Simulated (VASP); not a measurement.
Si2As:

```
Si As
1.0
     4.63094    0.00000    0.00000
     0.00000    5.65203    0.00000
     0.00000    0.00000    3.52837
Si As
4 2
Direct
  0.20040 0.37870 0.00000
  0.79960 0.62130 0.00000
  0.70040 0.12130 0.50000
  0.29960 0.87870 0.50000
  0.00000 0.00000 0.00000
  0.50000 0.50000 0.50000
```

```yaml
Program: VASP 6.6.1
Task: relaxation of cell and atoms
Functional: PBE
Potentials_or_basis: VASP PAW PBE potentials, release 64 (Si, As)
Cutoff: 600 eV
k_mesh: 4 × 4 × 6
Occupations: gaussian, width 0.1 eV
Spin: no spin polarisation
```

At the start: pressure 31.9 GPa; volume 15.39 Å³/atom.

**Question.** Where does the relaxation end?

**Answer.** Over 11 steps the energy falls by 403.5 meV/atom and the volume is 19.54 Å³/atom (+26.9 %); space group Pnnm (No. 58, to 0.1 Å) before and after.

Step by step:
```csv
step,energy change (eV),largest force (eV/Å),pressure (GPa),volume (Å³)
1,0.0000,0.9498,31.90,92.35
2,-1.7737,0.4055,-7.26,139.65
3,-2.2536,0.5351,-0.12,120.23
4,-2.2537,0.5295,-0.45,120.84
5,-2.2984,0.3168,-0.31,120.59
6,-2.3237,0.0643,0.01,120.24
7,-2.3508,0.0813,-0.18,120.11
8,-2.4050,0.1570,-1.01,119.48
9,-2.4133,0.1420,0.69,115.98
10,-2.4167,0.1450,0.07,117.17
11,-2.4209,0.0329,-0.06,117.23
```

Final structure:
```cif
data_structure
_symmetry_space_group_name_H-M 'P 1'
_symmetry_Int_Tables_number 1
_cell_length_a 5.2124
_cell_length_b 6.3467
_cell_length_c 3.5437
_cell_angle_alpha 90.000
_cell_angle_beta 90.000
_cell_angle_gamma 90.000
_cell_volume 117.23
loop_
_atom_site_label
_atom_site_type_symbol
_atom_site_fract_x
_atom_site_fract_y
_atom_site_fract_z
_atom_site_occupancy
Si1 Si 0.17383 0.38166 0.00000 1
Si2 Si 0.82617 0.61834 0.00000 1
Si3 Si 0.67383 0.11834 0.50000 1
Si4 Si 0.32617 0.88166 0.50000 1
As1 As 0.00000 0.00000 0.00000 1
As2 As 0.50000 0.50000 0.50000 1
```

Caveat: the volume moved by over 15 % at a fixed basis, so the end points are rough.
